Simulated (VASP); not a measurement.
## As: single point with PBE

The system is As, in a box.

```
As
1.0
     8.00000    0.00000    0.00000
     0.00000    8.60000    0.00000
     0.00000    0.00000    9.10000
As
1
Direct
  0.21000 0.44000 0.59000
```

* Program: VASP 6.6.1
* Task: single point
* Functional: PBE
* Potentials or basis: VASP PAW PBE potentials, release 64 (As)
* Cutoff: 400 eV
* k mesh: 1 × 1 × 1
* Occupations: fermi-dirac, width 0.1 eV
* Spin: collinear spin, ferromagnetic start
* Starting moments: [3.0] μB

```yaml
Gap_between_the_frontier_levels: 2.29 eV
Net_moment: 3.00 μB per cell
Site_moments: As +1.26 μB
Valence_electrons_inside_the_program's_atomic_spheres: As 2.58
```

Levels at points of the mesh, in eV from the valence-band top:
Spin up:
| k point | band 2 | band 3 | band 4 | band 5 | band 6 | band 7 |
| --- | --- | --- | --- | --- | --- | --- |
| (0.00, 0.00, 0.00) | -0.01 | 0.00 | 0.00 | 4.81 | 6.56 | 6.67 |
Spin down:
```tsv
k point	band 1	band 2	band 3	band 4	band 5	band 6
(0.00, 0.00, 0.00)	-7.01	2.29	2.30	2.30	5.63	7.36
```

It took 25 s on 1 thread of Intel(R) Xeon(R) 6975P-C (Granite Rapids), with other jobs on the host, peak memory 0.51 GiB.
